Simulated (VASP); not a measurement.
Cl:

```
Cl
1.0
    -1.76517    1.76517    1.76517
     1.76517   -1.76517    1.76517
     1.76517    1.76517   -1.76517
Cl
1
Cartesian
  0.0000 0.0000 0.0000
```

```yaml
Program: VASP 6.6.1
Task: relaxation of cell and atoms
Functional: PBEsol
Potentials_or_basis: VASP PAW PBE potentials, release 64 (Cl)
Cutoff: 600 eV
k_mesh: 15 × 15 × 15
Occupations: fermi-dirac, width 0.08 eV
Spin: no spin polarisation
```

At the start: pressure -4.1 GPa; volume 22.00 Å³/atom.

Where does the relaxation end?

Over 4 steps the energy falls by 39.8 meV/atom and the volume is 19.30 Å³/atom (-12.3 %); space group Im-3m (No. 229, to 0.05 Å).

Step by step:
```
step  energy change (eV)  largest force (eV/Å)  pressure (GPa)  volume (Å³)
   1              0.0000                0.0000           -4.12        22.00
   2             -0.0340                0.0000           -1.87        20.25
   3             -0.0397                0.0000           -0.16        19.38
   4             -0.0398                0.0000            0.02        19.30
```

Final structure:
```
Cl
1.0
    -1.68993    1.68993    1.68993
     1.68993   -1.68993    1.68993
     1.68993    1.68993   -1.68993
Cl
1
Direct
  0.00000 0.00000 0.00000
```

Caveat: the PAW data sets were made with another functional, which shifts forces and pressure a little; an odd number of electrons without spin polarisation forces a metal; a magnetic or distorted state may lie lower.
